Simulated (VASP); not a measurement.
# PbS (Fm-3m) in VASP: further runs

Aim: see how the results for PbS move with the level of theory and the settings. Levels: HSE06, PBE-based screened hybrid with 15 % exact exchange. Tasks: single point.

All numbers are computed with VASP 6.6.1; they aren't measurements. Logs are shortened: lines on timing, memory, paths and dates and some standing lists are left out, and cuts for length are marked.

## Step 1: The cell of the first run

Symmetry: Fm-3m, No. 225, cubic system. The conventional cell has a = 5.974 Å, b = 5.974 Å, c = 5.974 Å, α = 90.00°, β = 90.00°, γ = 90.00°. Pb (site symmetry m-3m) has 6 S at 2.99 Å within 3.9 Å. Within 3.9 Å of S (site symmetry m-3m) lie 6 Pb at 2.99 Å.

## Step 2: Single point, HSE06

Contents of POSCAR:

```
PbS
1.0
    0.0000000000      2.9872327164      2.9872327164
    2.9872327164      0.0000000000      2.9872327164
    2.9872327164      2.9872327164      0.0000000000
Pb S
1 1
Direct
    0.0000000000      0.0000000000      0.0000000000
    0.5000000000      0.5000000000      0.5000000000
```

Contents of INCAR.step1:

```
PREC = Accurate
ENCUT = 520
EDIFF = 1E-5
ISMEAR = 0
SIGMA = 0.01
LREAL = False
LASPH = True
NELM = 100
ALGO = Normal
ISIF = 2
LWAVE = True
LCHARG = False
GGA = PE
NBANDS = 17
```

Contents of INCAR.step2:

```
PREC = Accurate
ENCUT = 520
EDIFF = 1E-7
ISMEAR = 0
SIGMA = 0.01
LREAL = False
LASPH = True
NELM = 100
ALGO = Normal
ISIF = 2
LWAVE = False
LCHARG = False
GGA = PE
LHFCALC = True
HFSCREEN = 0.2079
PRECFOCK = Normal
ISTART = 1
NBANDS = 17
```

Contents of KPOINTS:

```
regular mesh
0
Gamma
  4 4 4
```

Potentials or basis: VASP PAW PBE potentials, release 64 (Pb_d, S).

Run with:

```console
cat potpaw_PBE.64/Pb_d/POTCAR potpaw_PBE.64/S/POTCAR > POTCAR
cp INCAR.step1 INCAR
mpirun -np 1 vasp_std > vasp.out
cp INCAR.step2 INCAR
mpirun -np 1 vasp_std > vasp.out
```

OUTCAR:

```text
PREC = Accurate
   ENCUT = 520
   EDIFF = 1E-7
   ISMEAR = 0
   LREAL = False
   LASPH = True
   NELM = 100
   ISIF = 2
   GGA = PE
   LHFCALC = True
   HFSCREEN = 0.2079
   PRECFOCK = Normal
   ISTART = 1

 ion  position               nearest neighbor table
   1  0.000  0.000  0.000-   2 2.99   2 2.99   2 2.99   2 2.99   2 2.99   2 2.99
   2  0.500  0.500  0.500-   1 2.99   1 2.99   1 2.99   1 2.99   1 2.99   1 2.99

  LATTYP: Found a face centered cubic cell.
 ALAT       =     5.9744654328

  Lattice vectors:

 A1 = (   0.0000000000,   2.9872327164,   2.9872327164)
 A2 = (   2.9872327164,   0.0000000000,   2.9872327164)
 A3 = (   2.9872327164,   2.9872327164,   0.0000000000)

Analysis of symmetry for initial positions (statically):
=====================================================================
 Subroutine PRICEL returns:
 Original cell was already a primitive cell.

 Routine SETGRP: Setting up the symmetry group for a
 face centered cubic supercell.

 Subroutine GETGRP returns: Found 48 space group operations
 (whereof 48 operations were pure point group operations)
 out of a pool of 48 trial point group operations.

The static configuration has the point symmetry O_h .

Analysis of symmetry for dynamics (positions and initial velocities):
=====================================================================
 Subroutine PRICEL returns:
 Original cell was already a primitive cell.

 Routine SETGRP: Setting up the symmetry group for a
 face centered cubic supercell.

 Subroutine GETGRP returns: Found 48 space group operations
 (whereof 48 operations were pure point group operations)
 out of a pool of 48 trial point group operations.

The dynamic configuration has the point symmetry O_h .

 Subroutine INISYM returns: Found 48 space group operations
 (whereof 48 operations are pure point group operations),
 and found     1 'primitive' translations

----------------------------------------------------------------------------------------

                                     Primitive cell

  volume of cell :      53.3135

  direct lattice vectors                    reciprocal lattice vectors
     0.000000000  2.987232716  2.987232716    -0.167378992  0.167378992  0.167378992
     2.987232716  0.000000000  2.987232716     0.167378992 -0.167378992  0.167378992
     2.987232716  2.987232716  0.000000000     0.167378992  0.167378992 -0.167378992

  length of vectors
     4.224585021  4.224585021  4.224585021     0.289908918  0.289908918  0.289908918

  position of ions in fractional coordinates (direct lattice)
     0.000000000  0.000000000  0.000000000
     0.500000000  0.500000000  0.500000000

  ion indices of the primitive-cell ions
   primitive index   ion index
                 1           1
                 2           2

----------------------------------------------------------------------------------------

 KPOINTS: regular mesh

Automatic generation of k-mesh.
 Grid dimensions read from file:
 generate k-points for:    4    4    4

 Generating k-lattice:

  Cartesian coordinates                     Fractional coordinates (reciprocal lattice)
    -0.041844748  0.041844748  0.041844748     0.250000000  0.000000000  0.000000000
     0.041844748 -0.041844748  0.041844748     0.000000000  0.250000000  0.000000000
     0.041844748  0.041844748 -0.041844748     0.000000000  0.000000000  0.250000000

  Length of vectors
     0.072477229  0.072477229  0.072477229

  Shift w.r.t. Gamma in fractional coordinates (k-lattice)
     0.000000000  0.000000000  0.000000000

 Subroutine IBZKPT returns following result:
 ===========================================

 Found      8 irreducible k-points:

 Following reciprocal coordinates:
            Coordinates               Weight
  0.000000  0.000000  0.000000      1.000000
  0.250000  0.000000  0.000000      8.000000
  0.500000  0.000000  0.000000      4.000000
  0.250000  0.250000  0.000000      6.000000
  0.500000  0.250000  0.000000     24.000000
 -0.250000  0.250000  0.000000     12.000000
  0.500000  0.500000  0.000000      3.000000
 -0.250000  0.500000  0.250000      6.000000
   k-points           NKPTS =      8   k-points in BZ     NKDIM =     64   number of bands    NBANDS=     17
   number of dos      NEDOS =    301   number of ions     NIONS =      2
   total plane-waves  NPLWV =  32768
   dimension x,y,z NGX =    32 NGY =   32 NGZ =   32
   dimension x,y,z NGXF=    64 NGYF=   64 NGZF=   64
   ions per type =               1   1
   NGX,Y,Z   is equivalent  to a cutoff of  12.59, 12.59, 12.59 a.u.
   NGXF,Y,Z  is equivalent  to a cutoff of  25.19, 25.19, 25.19 a.u.
 SYSTEM =  unknown system
   PREC   = accura    normal or accurate (medium, high low for compatibility)
   ISTART =      1    job   : 0-new  1-cont  2-samecut
   ICHARG =      0    charge: 1-file 2-atom 10-const
   ISPIN  =      1    spin polarized calculation?
   LNONCOLLINEAR =      F non collinear calculations
   LSORBIT =      F    spin-orbit coupling
   LASPH  =      T    aspherical Exc in radial PAW
   ENCUT  =  520.0 eV  38.22 Ry    6.18 a.u.   7.85  7.85  7.85*2*pi/ulx,y,z
   NELM   =    100;   NELMIN=  2; NELMDL=  0     # of ELM steps
   EDIFF  = 0.1E-06   stopping-criterion for ELM
   LREAL  =      F    real-space projection
   EDIFFG = 0.1E-05   stopping-criterion for IOM
   NSW    =      0    number of steps for IOM
   IBRION =     -1    ionic relax: 0-MD 1-quasi-New 2-CG
   NFREE  =      0    steps in history (QN), initial steepest desc. (CG)
   ISIF   =      2    stress and relaxation
   ISYM   =      3    0-nonsym 1-usesym 2-fastsym
   POTIM  = 0.5000    time-step for ionic-motion
   TEBEG  =    0.0;   TEEND  =   0.0 temperature during run
   PSTRESS=    0.0 pullay stress
   NELECT =      20.0000    total number of electrons
   NUPDOWN=      -1.0000    fix difference up-down
   EMIN   =  10.00;   EMAX   =-10.00  energy-range for DOS
   EFERMI =   0.00;   METHOD = LEGACY
   ISMEAR =     0;   SIGMA  =   0.01  broadening in eV -4-tet -1-fermi 0-gaus
   EFERMI_NEDOS =   21; number of points for ismear=-14 and -15
   IALGO  =     38    algorithm
   IMIX   =      1    mixing-type and parameters
     AMIX     =   0.40;   BMIX     =  1.00
     AMIX_MAG =   1.60;   BMIX_MAG =  1.00
  volume/ion in A,a.u.               =      26.66       179.89
  Fermi-wavevector in a.u.,A,eV,Ry     =   1.180699  2.231197 18.967196  1.394050
  Thomas-Fermi vector in A             =   2.316986
   LORBIT       =      0    0 simple, 1 ext, 2 COOP (PROOUT), +10 PAW based schemes
   GGA     = PE    functional components
   LHFCALC =     T    Hartree Fock is set to
   PRECFOCK=normal    Normal, Fast or Accurate (Low or Medium for compatibility)
   ENCUT4O =  -1.0   cutoff for four orbital integrals eV
   NKREDX  =     1    reduce k-point grid by
   NKREDY  =     1    reduce k-point grid by
   NKREDZ  =     1    reduce k-point grid by
   AEXX    =    0.2500 exact exchange contribution
   HFSCREEN=    0.2079 screening length (either q_TF or 0.3 A-1)
   HFSCREENC=   0.2079 screening length for correlation (either q_TF or 0.3 A-1)
   ENCUTFOCK=  -1.0 apply spherical cutoff to Coloumb kernel
   IVDW    =     0    specifies the selected vdW correction
   LEPSILON=     F    determine dielectric tensor
   LRPA    =     F    only Hartree local field effects (RPA)
 non-spin polarized calculation
 Gauss-broadening in eV      SIGMA  =   0.01
  energy-cutoff  :      520.00
  volume of cell :       53.31
 maximum number of plane-waves:      1459
  NGX = 24; NGY = 24; NGZ = 24

 number of electron      20.0000001 magnetization

 Free energy of the ion-electron system (eV)
  ---------------------------------------------------
  ext. energy  EPLUGINS =         0.00000000
  ---------------------------------------------------
  free energy    TOTEN  =       -10.39425142 eV

  energy without entropy =      -10.39425142  energy(sigma->0) =      -10.39425142

 E-fermi :   5.3212     XC(G=0):  -7.9657

 val. band max:        5.2236732562   @ k =   0.5000   0.0000   0.0000
 cond. band min:       6.1140679776   @ k =   0.5000   0.0000   0.0000
 fundamental gap:      0.8903947213
 Fermi energy:         5.3211950388

 k-point     1 :       0.0000    0.0000    0.0000
  band No.  band energies     occupation
      1     -13.3033      2.00000
      2     -13.3033      2.00000
      3     -13.3033      2.00000
      4     -13.2981      2.00000
      5     -13.2981      2.00000
      6      -9.6848      2.00000
[... 9 lines left out ...]
     16      12.7317      0.00000
     17      14.6513      0.00000

 k-point     2 :       0.2500    0.0000    0.0000
  band No.  band energies     occupation
      1     -13.3154      2.00000
      2     -13.3154      2.00000
      3     -13.3016      2.00000
      4     -13.2817      2.00000
      5     -13.2816      2.00000
      6      -9.1654      2.00000
[... 9 lines left out ...]
     16      14.0249      0.00000
     17      17.9443      0.00000

 k-point     3 :       0.5000    0.0000    0.0000
  band No.  band energies     occupation
      1     -13.3315      2.00000
      2     -13.3315      2.00000
      3     -13.3010      2.00000
      4     -13.2611      2.00000
      5     -13.2611      2.00000
      6      -8.4245      2.00000
[... 9 lines left out ...]
     16      16.3811      0.00000
     17      16.7071      0.00000

 k-point     4 :       0.2500    0.2500    0.0000
  band No.  band energies     occupation
      1     -13.3579      2.00000
      2     -13.3148      2.00000
      3     -13.2864      2.00000
      4     -13.2764      2.00000
      5     -13.2764      2.00000
      6      -8.9699      2.00000
[... 9 lines left out ...]
     16      16.1645      0.00000
     17      16.1719      0.00000

 k-point     5 :       0.5000    0.2500    0.0000
  band No.  band energies     occupation
      1     -13.3884      2.00000
      2     -13.3048      2.00000
      3     -13.3014      2.00000
      4     -13.2683      2.00000
      5     -13.2564      2.00000
      6      -8.2176      2.00000
[... 9 lines left out ...]
     16      17.0159      0.00000
     17      17.6575      0.00000

 k-point     6 :      -0.2500    0.2500    0.0000
  band No.  band energies     occupation
      1     -13.3464      2.00000
      2     -13.3180      2.00000
      3     -13.2905      2.00000
      4     -13.2760      2.00000
      5     -13.2741      2.00000
      6      -8.4830      2.00000
[... 9 lines left out ...]
     16      15.9686      0.00000
     17      16.8735      0.00000

 k-point     7 :       0.5000    0.5000    0.0000
  band No.  band energies     occupation
      1     -13.4523      2.00000
      2     -13.3263      2.00000
      3     -13.2747      2.00000
      4     -13.2478      2.00000
      5     -13.2478      2.00000
      6      -7.9754      2.00000
[... 9 lines left out ...]
     16      18.5757      0.00000
     17      18.6254      0.00000

 k-point     8 :      -0.2500    0.5000    0.2500
  band No.  band energies     occupation
      1     -13.4087      2.00000
      2     -13.3001      2.00000
      3     -13.2883      2.00000
      4     -13.2883      2.00000
      5     -13.2478      2.00000
      6      -7.9430      2.00000
[... 9 lines left out ...]
     16      18.2157      0.00000
     17      18.6214      0.00000

------------------------ aborting loop because EDIFF is reached ----------------------------------------

  FORCE on cell =-STRESS in cart. coord.  units (eV):
  Direction    XX          YY          ZZ          XY          YZ          ZX
  --------------------------------------------------------------------------------------
  -------------------------------------------------------------------------------------
  Total       -0.0517203     -0.0517203     -0.0517203      0.0000000      0.0000000     -0.0000000
  in kB       -1.5542997     -1.5542997     -1.5542997      0.0000000      0.0000000     -0.0000000
  external PRESSURE =      -1.5542997 kB  Pullay stress =       0.0000000 kB

 VOLUME and BASIS-vectors are now :
 -----------------------------------------------------------------------------
  energy-cutoff  :      520.00
  volume of cell :       53.31
      direct lattice vectors                 reciprocal lattice vectors
     0.000000000  2.987232716  2.987232716    -0.167378992  0.167378992  0.167378992
     2.987232716  0.000000000  2.987232716     0.167378992 -0.167378992  0.167378992
     2.987232716  2.987232716  0.000000000     0.167378992  0.167378992 -0.167378992

 POSITION                                       TOTAL-FORCE (eV/Angst)
 -----------------------------------------------------------------------------------
      0.00000      0.00000      0.00000        -0.000000      0.000000     -0.000000
      2.98723      2.98723      2.98723         0.000000     -0.000000      0.000000
 -----------------------------------------------------------------------------------
    total drift:                                0.000002      0.000001      0.000001

  FREE ENERGIE OF THE ION-ELECTRON SYSTEM (eV)
  ---------------------------------------------------
  free  energy   TOTEN  =       -10.3942514202 eV

  energy  without entropy=      -10.3942514202  energy(sigma->0) =      -10.39425142
```

Run time: 12 min. Hardware: 1 thread of AMD EPYC 7R43 (Zen 3), shared host; peak memory 0.25 GiB.

What came out:

```yaml
Free_energy: -10.3943 eV
Pressure: -0.2 GPa
Band_gap_on_the_k_mesh: 0.89 eV
```

Levels at points of the mesh, in eV from the valence-band top:
| k point | band 6 | band 7 | band 8 | band 9 | band 10 | band 11 | band 12 | band 13 | band 14 | band 15 |
| --- | --- | --- | --- | --- | --- | --- | --- | --- | --- | --- |
| (0.00, 0.00, 0.00) | -14.91 | -6.42 | -2.40 | -2.40 | -2.40 | 6.00 | 6.00 | 6.00 | 7.51 | 7.51 |
| (0.50, 0.00, 0.00) | -13.65 | -9.50 | -2.02 | -2.02 | 0.00 | 0.89 | 2.56 | 2.56 | 9.46 | 11.16 |
| (0.50, 0.50, 0.00) | -13.20 | -7.65 | -5.63 | -3.75 | -3.75 | 4.49 | 6.43 | 6.52 | 6.52 | 12.20 |

Caveat: the k points lie up to 0.46 Å⁻¹ apart; the PAW data sets were made with another functional, which shifts forces and pressure a little; spin-orbit coupling is left out, which moves the levels of the heavy elements.

(Part 1 of 2 ends here.)
